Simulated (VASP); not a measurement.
**Ir: relaxation of cell and atoms with PBEsol**

Crystal: Ir.

```xyz
1
Lattice="0.0000 1.9152 1.9152 1.9152 0.0000 1.9152 1.9152 1.9152 0.0000" Properties=species:S:1:pos:R:3 pbc="T T T"
Ir    0.0000    0.0000    0.0000
```

```
Program                : VASP 6.6.1
Task                   : relaxation of cell and atoms
Functional             : PBEsol
Potentials or basis    : VASP PAW PBE potentials, release 64 (Ir)
Cutoff                 : 600 eV
k mesh                 : 24 × 24 × 24
Occupations            : fermi-dirac, width 0.05 eV
Spin                   : no spin polarisation
Target pressure        : 7 GPa
Dipole correction      : no
Further INCAR settings : ALGO = Normal; EDIFF = 1e-06; IBRION = 2; EDIFFG = -0.002; NSW = 100; ISIF = 3
```

| Item | Value |
| --- | --- |
| Relaxed volume | 13.85 Å³/atom |
| Relaxed cell | a = 2.696 Å, b = 2.696 Å, c = 2.696 Å, α = 60.00°, β = 60.00°, γ = 60.00° |
| Space group after relaxing (to 0.05 Å) | Fm-3m (No. 225) |
| Energy change on relaxing (the enthalpy is what falls) | +5.0 meV/atom |
| Ionic steps | 4 |
| Pressure after relaxing | 7.0 GPa |

Step by step:
```csv
step,energy change (eV),largest force (eV/Å),pressure (GPa),volume (Å³)
1,0.0000,0.0000,1.07,14.05
2,0.1153,0.0000,37.50,13.02
3,0.0048,0.0000,6.83,13.85
4,0.0050,0.0000,6.99,13.85
```

Final structure:
```
Ir
1.0
     0.00000    1.90603    1.90603
     1.90603    0.00000    1.90603
     1.90603    1.90603    0.00000
Ir
1
Direct
  0.00000 0.00000 0.00000
```

Levels at points of the mesh, in eV from the Fermi level:
| k point | band 2 | band 3 | band 4 | band 5 | band 6 | band 7 |
| --- | --- | --- | --- | --- | --- | --- |
| (0.00, 0.00, 0.00) | -4.04 | -4.04 | -4.04 | -1.23 | -1.23 | 14.27 |
| (0.50, 0.00, 0.00) | -4.14 | -4.14 | -0.88 | 0.94 | 0.94 | 7.45 |
| (0.50, 0.50, 0.00) | -7.61 | 0.92 | 1.54 | 1.54 | 1.64 | 10.76 |

It took 83 s on 1 thread of Intel(R) Xeon(R) Platinum 8259CL CPU @ 2.50GHz (Skylake/Cascade Lake), on a shared host, peak memory 0.21 GiB.

Caveat: the cell is relaxed towards a set pressure, so the enthalpy falls and the energy may rise; the PAW data sets were made with another functional, which shifts forces and pressure a little; spin-orbit coupling is left out, which moves the levels of the heavy elements.
